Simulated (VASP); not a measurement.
# NaH (P6_3/mmc) in VASP: further runs

NaH is run at these levels: PBE; tasks: relaxation of shape and atoms at fixed volume, relaxation of cell and atoms.

Program: VASP 6.6.1. These are calculated values, not measurements. Logs are shortened: lines on timing, memory, paths and dates and some standing lists are left out, and cuts for length are marked.

## Step 1: The cell of the first run

It takes space group P6_3/mmc (No. 194, hexagonal). Conventional cell: a = 3.343 Å, b = 3.343 Å, c = 11.373 Å, α = 90.00°, β = 90.00°, γ = 120.00°. Within 3.1 Å of Na (site symmetry 3m) lie 6 H at 2.38 to 2.42 Å and 1 Na at 2.91 Å. Within 3.1 Å of H (site symmetry -3m) lie 6 Na at 2.38 Å. Within 3.2 Å of H (site symmetry -6m2) lie 6 Na at 2.42 Å.

## Step 2: Relaxation of shape and atoms at fixed volume, PBE (13.76 Å³/atom)

INCAR

```
  PREC = Accurate
  ENCUT = 500
  EDIFF = 1E-7
  ISMEAR = 0
  SIGMA = 0.02
  LREAL = False
  LASPH = True
  NELM = 120
  ALGO = Normal
  ISIF = 4
  LWAVE = False
  LCHARG = False
  GGA = PE
  IBRION = 2
  NSW = 50
  EDIFFG = -0.01
  GGA_COMPAT = False
  NELMIN = 4
```

KPOINTS

```
regular mesh
0
Gamma
  12 12 2
```

POSCAR

```
NaH
1.0
    3.3426356247      0.0000000000      0.0000000000
   -1.6713178123      2.8948073666      0.0000000000
    0.0000000000      0.0000000000     11.3734799688
Na H
4 4
Direct
    0.6666666667      0.3333333333      0.8780795698
    0.3333333333      0.6666666667      0.1219204302
    0.3333333333      0.6666666667      0.3780795698
    0.6666666667      0.3333333333      0.6219204302
    0.0000000000      0.0000000000      0.0000000000
    0.0000000000      0.0000000000      0.5000000000
    0.6666666667      0.3333333333      0.2500000000
    0.3333333333      0.6666666667      0.7500000000
```

Potentials or basis: VASP PAW PBE potentials, release 64 (Na_pv, H).

Run with:

```
$ cat potpaw_PBE.64/Na_pv/POTCAR potpaw_PBE.64/H/POTCAR > POTCAR
$ mpirun -np 1 vasp_std > vasp.out
```

OUTCAR:

```text
PREC = Accurate
   ENCUT = 500
   EDIFF = 1E-7
   ISMEAR = 0
   LREAL = False
   LASPH = True
   NELM = 120
   ISIF = 4
   GGA = PE
   IBRION = 2
   NSW = 50
   EDIFFG = -0.01
   NELMIN = 4

 ion  position               nearest neighbor table
   1  0.667  0.333  0.878-
   2  0.333  0.667  0.122-
   3  0.333  0.667  0.378-
   4  0.667  0.333  0.622-
   5  0.000  0.000  0.000-
   6  0.000  0.000  0.500-
   7  0.667  0.333  0.250-
   8  0.333  0.667  0.750-

  LATTYP: Found a hexagonal cell.
 ALAT       =     3.3426356247
 C/A-ratio  =     3.4025485413

  Lattice vectors:

 A1 = (   3.3426356247,   0.0000000000,   0.0000000000)
 A2 = (  -1.6713178123,   2.8948073666,   0.0000000000)
 A3 = (   0.0000000000,   0.0000000000,  11.3734799688)

Analysis of symmetry for initial positions (statically):
=====================================================================
 Subroutine PRICEL returns:
 Original cell was already a primitive cell.

 Routine SETGRP: Setting up the symmetry group for a
 hexagonal supercell.

 Subroutine GETGRP returns: Found 24 space group operations
 (whereof 12 operations were pure point group operations)
 out of a pool of 24 trial point group operations.

The static configuration has the point symmetry D_3d.
 The point group associated with its full space group is D_6h.

Analysis of symmetry for dynamics (positions and initial velocities):
=====================================================================
 Subroutine PRICEL returns:
 Original cell was already a primitive cell.

 Routine SETGRP: Setting up the symmetry group for a
 hexagonal supercell.

 Subroutine GETGRP returns: Found 24 space group operations
 (whereof 12 operations were pure point group operations)
 out of a pool of 24 trial point group operations.

The dynamic configuration has the point symmetry D_3d.
 The point group associated with its full space group is D_6h.

 Subroutine INISYM returns: Found 24 space group operations
 (whereof 12 operations are pure point group operations),
 and found     1 'primitive' translations

----------------------------------------------------------------------------------------

                                     Primitive cell

  volume of cell :     110.0530

  direct lattice vectors                    reciprocal lattice vectors
     3.342635625  0.000000000  0.000000000     0.299165124  0.172723065  0.000000000
    -1.671317812  2.894807367  0.000000000     0.000000000  0.345446129  0.000000000
     0.000000000  0.000000000 11.373479969     0.000000000  0.000000000  0.087923837

  length of vectors
     3.342635625  3.342635625 11.373479969     0.345446129  0.345446129  0.087923837

  position of ions in fractional coordinates (direct lattice)
     0.666666667  0.333333333  0.878079570
     0.333333333  0.666666667  0.121920430
     0.333333333  0.666666667  0.378079570
     0.666666667  0.333333333  0.621920430
     0.000000000  0.000000000  0.000000000
     0.000000000  0.000000000  0.500000000
     0.666666667  0.333333333  0.250000000
     0.333333333  0.666666667  0.750000000

  ion indices of the primitive-cell ions
   primitive index   ion index
                 1           1
                 2           2
                 3           3
                 4           4
                 5           5
                 6           6
                 7           7
                 8           8

----------------------------------------------------------------------------------------

 KPOINTS: regular mesh

Automatic generation of k-mesh.
 Grid dimensions read from file:
 generate k-points for:   12   12    2

 Generating k-lattice:

  Cartesian coordinates                     Fractional coordinates (reciprocal lattice)
     0.024930427  0.014393589  0.000000000     0.083333333 -0.000000000  0.000000000
     0.000000000  0.028787177  0.000000000     0.000000000  0.083333333  0.000000000
     0.000000000  0.000000000  0.043961919     0.000000000  0.000000000  0.500000000

  Length of vectors
     0.028787177  0.028787177  0.043961919

  Shift w.r.t. Gamma in fractional coordinates (k-lattice)
     0.000000000  0.000000000  0.000000000

 Subroutine IBZKPT returns following result:
 ===========================================

 Found     38 irreducible k-points:

 Following reciprocal coordinates:
            Coordinates               Weight
  0.000000  0.000000  0.000000      1.000000
  0.083333 -0.000000  0.000000      6.000000
  0.166667  0.000000  0.000000      6.000000
  0.250000  0.000000  0.000000      6.000000
  0.333333  0.000000  0.000000      6.000000
  0.416667  0.000000  0.000000      6.000000
[... 16 lines left out ...]
  0.250000  0.000000  0.500000      6.000000
  0.333333  0.000000  0.500000      6.000000
 [... further k-points ...]
   k-points           NKPTS =     38   k-points in BZ     NKDIM =     38   number of bands    NBANDS=     21
   number of dos      NEDOS =    301   number of ions     NIONS =      8
   total plane-waves  NPLWV =  48384
   dimension x,y,z NGX =    24 NGY =   24 NGZ =   84
   dimension x,y,z NGXF=    48 NGYF=   48 NGZF=  168
   ions per type =               4   4
   NGX,Y,Z   is equivalent  to a cutoff of  11.94, 11.94, 12.28 a.u.
   NGXF,Y,Z  is equivalent  to a cutoff of  23.87, 23.87, 24.56 a.u.
 SYSTEM =  unknown system
   PREC   = accura    normal or accurate (medium, high low for compatibility)
   ISTART =      0    job   : 0-new  1-cont  2-samecut
   ICHARG =      2    charge: 1-file 2-atom 10-const
   ISPIN  =      1    spin polarized calculation?
   LNONCOLLINEAR =      F non collinear calculations
   LSORBIT =      F    spin-orbit coupling
   LASPH  =      T    aspherical Exc in radial PAW
   ENCUT  =  500.0 eV  36.75 Ry    6.06 a.u.   6.09  6.09 20.74*2*pi/ulx,y,z
   NELM   =    120;   NELMIN=  4; NELMDL= -5     # of ELM steps
   EDIFF  = 0.1E-06   stopping-criterion for ELM
   LREAL  =      F    real-space projection
   EDIFFG = -.1E-01   stopping-criterion for IOM
   NSW    =     50    number of steps for IOM
   IBRION =      2    ionic relax: 0-MD 1-quasi-New 2-CG
   NFREE  =      1    steps in history (QN), initial steepest desc. (CG)
   ISIF   =      4    stress and relaxation
   ISYM   =      2    0-nonsym 1-usesym 2-fastsym
   POTIM  = 0.5000    time-step for ionic-motion
   TEBEG  =    0.0;   TEEND  =   0.0 temperature during run
   PSTRESS=    0.0 pullay stress
   NELECT =      32.0000    total number of electrons
   NUPDOWN=      -1.0000    fix difference up-down
   EMIN   =  10.00;   EMAX   =-10.00  energy-range for DOS
   EFERMI =   0.00;   METHOD = LEGACY
   ISMEAR =     0;   SIGMA  =   0.02  broadening in eV -4-tet -1-fermi 0-gaus
   EFERMI_NEDOS =   21; number of points for ismear=-14 and -15
   IALGO  =     38    algorithm
   IMIX   =      4    mixing-type and parameters
     AMIX     =   0.40;   BMIX     =  1.00
     AMIX_MAG =   1.60;   BMIX_MAG =  1.00
  volume/ion in A,a.u.               =      13.76        92.83
  Fermi-wavevector in a.u.,A,eV,Ry     =   1.084570  2.049540 16.004416  1.176291
  Thomas-Fermi vector in A             =   2.220663
   LORBIT       =      0    0 simple, 1 ext, 2 COOP (PROOUT), +10 PAW based schemes
   GGA     = PE    functional components
   LHFCALC =     F    Hartree Fock is set to
   AEXX    =    0.0000 exact exchange contribution
   IVDW    =     0    specifies the selected vdW correction
   LEPSILON=     F    determine dielectric tensor
   LRPA    =     F    only Hartree local field effects (RPA)
 conjugate gradient relaxation of ions
 non-spin polarized calculation
 Gauss-broadening in eV      SIGMA  =   0.02
  energy-cutoff  :      500.00
  volume of cell :      110.05
 maximum number of plane-waves:      2826
   NGX = 13   NGY = 13   NGZ = 41

 number of electron      32.0000076 magnetization

 Free energy of the ion-electron system (eV)
  ---------------------------------------------------
  ext. energy  EPLUGINS =         0.00000000
  ---------------------------------------------------
  free energy    TOTEN  =       -20.15824677 eV

  energy without entropy =      -20.15824677  energy(sigma->0) =      -20.15824677

 E-fermi :  -0.8694     XC(G=0):  -7.8513

 val. band max:       -1.0186154500   @ k =   0.2500   0.2500   0.0000
 cond. band min:       2.5590373807   @ k =   0.0000   0.0000   0.0000
 fundamental gap:      3.5776528307
 Fermi energy:        -0.8693685447

 k-point     1 :       0.0000    0.0000    0.0000
  band No.  band energies     occupation
      1     -23.2994      2.00000
      2     -23.2464      2.00000
      3     -23.2011      2.00000
      4     -23.1730      2.00000
      5     -23.1730      2.00000
      6     -23.1670      2.00000
[... 13 lines left out ...]
     20       9.5759      0.00000
     21      10.2548      0.00000

 k-point     2 :       0.0833   -0.0000    0.0000
  band No.  band energies     occupation
      1     -23.2974      2.00000
      2     -23.2464      2.00000
      3     -23.2001      2.00000
      4     -23.1786      2.00000
      5     -23.1746      2.00000
      6     -23.1730      2.00000
[... 13 lines left out ...]
     20       9.2039      0.00000
     21       9.4160      0.00000

 k-point     3 :       0.1667    0.0000    0.0000
  band No.  band energies     occupation
      1     -23.2918      2.00000
      2     -23.2467      2.00000
      3     -23.1992      2.00000
      4     -23.1938      2.00000
      5     -23.1889      2.00000
      6     -23.1843      2.00000
[... 13 lines left out ...]
     20       7.7175      0.00000
     21       8.3385      0.00000
[... 457 lines left out ...]
 k-point    23 :       0.2500    0.0000    0.5000
  band No.  band energies     occupation
      1     -23.2693      2.00000
      2     -23.2693      2.00000
      3     -23.2173      2.00000
      4     -23.2173      2.00000
      5     -23.1992      2.00000
      6     -23.1992      2.00000
[... 13 lines left out ...]
     20       6.2933      0.00000
     21       7.0158      0.00000

 k-point    24 :       0.3333    0.0000    0.5000
  band No.  band energies     occupation
      1     -23.2652      2.00000
      2     -23.2652      2.00000
      3     -23.2393      2.00000
      4     -23.2393      2.00000
      5     -23.2175      2.00000
      6     -23.2175      2.00000
[... 13 lines left out ...]
     20       5.1684      0.00000
     21       6.4432      0.00000

 [... further k-points ...]

------------------------ aborting loop because EDIFF is reached ----------------------------------------

  FORCE on cell =-STRESS in cart. coord.  units (eV):
  Direction    XX          YY          ZZ          XY          YZ          ZX
  --------------------------------------------------------------------------------------
  -------------------------------------------------------------------------------------
  Total        0.4648947      0.4648947      0.4861873      0.0000000     -0.0000000     -0.0000000
  in kB        6.7680425      6.7680425      7.0780259      0.0000000     -0.0000000     -0.0000000
  external PRESSURE =       6.8713703 kB  Pullay stress =       0.0000000 kB

 VOLUME and BASIS-vectors are now :
 -----------------------------------------------------------------------------
  energy-cutoff  :      500.00
  volume of cell :      110.05
      direct lattice vectors                 reciprocal lattice vectors
     3.342635625  0.000000000  0.000000000     0.299165124  0.172723065  0.000000000
    -1.671317812  2.894807367  0.000000000     0.000000000  0.345446129  0.000000000
     0.000000000  0.000000000 11.373479969     0.000000000  0.000000000  0.087923837

 POSITION                                       TOTAL-FORCE (eV/Angst)
 -----------------------------------------------------------------------------------
      1.67132      0.96494      9.98682        -0.000000      0.000000     -0.003548
     -0.00000      1.92987      1.38666         0.000000     -0.000000      0.003548
     -0.00000      1.92987      4.30008         0.000000      0.000000     -0.003548
      1.67132      0.96494      7.07340        -0.000000      0.000000      0.003548
      0.00000      0.00000      0.00000        -0.000000      0.000000      0.000000
      0.00000      0.00000      5.68674        -0.000000      0.000000      0.000000
      1.67132      0.96494      2.84337        -0.000000      0.000000      0.000000
     -0.00000      1.92987      8.53011        -0.000000      0.000000      0.000000
 -----------------------------------------------------------------------------------
    total drift:                                0.000000     -0.000000      0.000000

  FREE ENERGIE OF THE ION-ELECTRON SYSTEM (eV)
  ---------------------------------------------------
  free  energy   TOTEN  =       -20.1582467740 eV

  energy  without entropy=      -20.1582467740  energy(sigma->0) =      -20.15824677

 reached required accuracy - stopping structural energy minimisation
```

Wall time 52 s (1 thread of Oxide Virtual Turin-like, shared host); peak memory 0.19 GiB.

What came out:

* Free energy: -20.1582 eV
* Pressure after relaxing: 0.7 GPa
* Largest force after relaxing: 0.004 eV/Å
* Band gap on the k mesh: 3.58 eV (least direct gap 4.23 eV)

Forces on the atoms (eV/Å):
```
Na   0.000  0.000 -0.004
Na   0.000  0.000  0.004
Na   0.000  0.000 -0.004
Na   0.000  0.000  0.004
H    0.000  0.000  0.000
H    0.000  0.000  0.000
H    0.000  0.000  0.000
H    0.000  0.000  0.000
```

Final structure:
```xyz
8
Lattice="3.3426 0.0000 0.0000 -1.6713 2.8948 0.0000 0.0000 0.0000 11.3735" Properties=species:S:1:pos:R:3 pbc="T T T"
Na    1.6713    0.9649    9.9868
Na    0.0000    1.9299    1.3867
Na    0.0000    1.9299    4.3001
Na    1.6713    0.9649    7.0734
H     0.0000    0.0000    0.0000
H     0.0000    0.0000    5.6867
H     1.6713    0.9649    2.8434
H     0.0000    1.9299    8.5301
```

Caveat: the relaxation stopped at its first step, so nothing moved. A k mesh can miss the band edges.

## Step 3: Relaxation of cell and atoms, PBE

This run uses another cell than the first one, of 14.18 Å³/atom.

INCAR

```
SYSTEM = NaH
  PREC = Accurate
  ENCUT = 500
  EDIFF = 1E-7
  ISMEAR = 0
  SIGMA = 0.02
  LREAL = .False.
  LASPH = .True.
  NELM = 120
  ALGO = Normal
  ISIF = 3
  LWAVE = .False.
  LCHARG = .False.
  GGA = PE
  IBRION = 2
  NSW = 100
  EDIFFG = -0.01
  GGA_COMPAT = .False.
  NELMIN = 4
```

KPOINTS

```
regular mesh
0
Gamma
  12 12 2
  0 0 0
```

Changes to POSCAR since step 2:

```diff
@@ -2,5 +2,5 @@
 1.0
-    3.3426356247      0.0000000000      0.0000000000
-   -1.6713178123      2.8948073666      0.0000000000
-    0.0000000000      0.0000000000     11.3734799688
+    3.3767465075      0.0000000000      0.0000000000
+   -1.6883732537      2.9243482576      0.0000000000
+    0.0000000000      0.0000000000     11.4895439031
 Na H
```

Potentials or basis: VASP PAW PBE potentials, release 64 (Na_pv, H).

Run with:

```
$ cat potpaw_PBE.64/Na_pv/POTCAR potpaw_PBE.64/H/POTCAR > POTCAR
$ mpirun -np 1 vasp_std > vasp.out
```

Run time: 1.9 min. Hardware: 1 thread of Oxide Virtual Turin-like, shared host; peak memory 0.23 GiB.

The run converged. Its results:

| Item | Value |
| --- | --- |
| Free energy | -20.1671 eV |
| Pressure after relaxing | -0.1 GPa |
| Band gap on the k mesh | 3.53 eV (least direct gap 4.17 eV) |

Final structure:
```yaml
crystal:
  lattice:
    - [3.37675, 0.00000, 0.00000]
    - [-1.68837, 2.92435, 0.00000]
    - [0.00000, 0.00000, 11.48954]
  atoms:
    - { symbol: Na, position: [0.66667, 0.33333, 0.87808] }
    - { symbol: Na, position: [0.33333, 0.66667, 0.12192] }
    - { symbol: Na, position: [0.33333, 0.66667, 0.37808] }
    - { symbol: Na, position: [0.66667, 0.33333, 0.62192] }
    - { symbol: H, position: [0.00000, 0.00000, 0.00000] }
    - { symbol: H, position: [0.00000, 0.00000, 0.50000] }
    - { symbol: H, position: [0.66667, 0.33333, 0.25000] }
    - { symbol: H, position: [0.33333, 0.66667, 0.75000] }
```

Levels at points of the mesh, in eV from the valence-band top:
| k point | band 12 | band 13 | band 14 | band 15 | band 16 | band 17 | band 18 | band 19 | band 20 | band 21 |
| --- | --- | --- | --- | --- | --- | --- | --- | --- | --- | --- |
| (0.00, 0.00, 0.00) | -22.18 | -3.61 | -2.75 | -2.53 | -1.03 | 3.53 | 6.79 | 6.86 | 10.33 | 11.06 |
| (0.50, 0.00, 0.00) | -22.19 | -0.86 | -0.63 | -0.47 | -0.19 | 3.99 | 4.15 | 5.11 | 5.41 | 7.54 |
| (0.00, 0.00, 0.50) | -22.19 | -3.36 | -3.36 | -1.64 | -1.64 | 4.57 | 4.57 | 9.25 | 9.25 | 11.21 |
| (0.50, 0.00, 0.50) | -22.19 | -0.78 | -0.78 | -0.30 | -0.30 | 4.21 | 4.21 | 4.95 | 4.95 | 8.42 |

[end of part 1 of 2]
